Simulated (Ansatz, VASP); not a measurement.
# HgTe in VASP and in Ansatz

```
CELL_PARAMETERS angstrom
0.00822 3.28916 3.28916
3.28916 0.00822 3.28916
3.29738 3.29738 0.00000
ATOMIC_POSITIONS crystal
Hg 0.00053 0.00053 0.99947
Te 0.24947 0.24947 0.25053
```

Change from the starting cell: shear_xy strain +0.5%.

Alike in both runs: task single point; functional HSE06; k mesh 4 × 4 × 4; occupations fermi-dirac, width 0.02 eV; no spin polarisation.

|  | VASP | Ansatz |
| --- | --- | --- |
| version | VASP 6.6.1 | Ansatz 0.2.0 |
| potentials or method | VASP PAW PBE potentials, release 64 (Hg, Te) | plane waves, PAW |
| plane-wave cutoff (eV) | 520 | 420 |
| valence electrons in the cell | 18 | 36 |

|  | VASP | Ansatz | Ansatz less VASP |
| --- | --- | --- | --- |
| pressure (GPa) | 0.1 | 0.1 | +0.05 |
| traceless stress, the component that is largest in VASP (GPa) | -0.05 | -0.05 | +0.005 |

The functional is the same, so the differences come from potentials, cutoffs and numerics. VASP's potentials hold 18 valence electrons a cell and Ansatz's 36, so a difference there can come from the potentials and not from the codes. Ansatz's warnings: stress exchange threshold loose, stress scf threshold loose.

Spin-orbit coupling is off throughout.
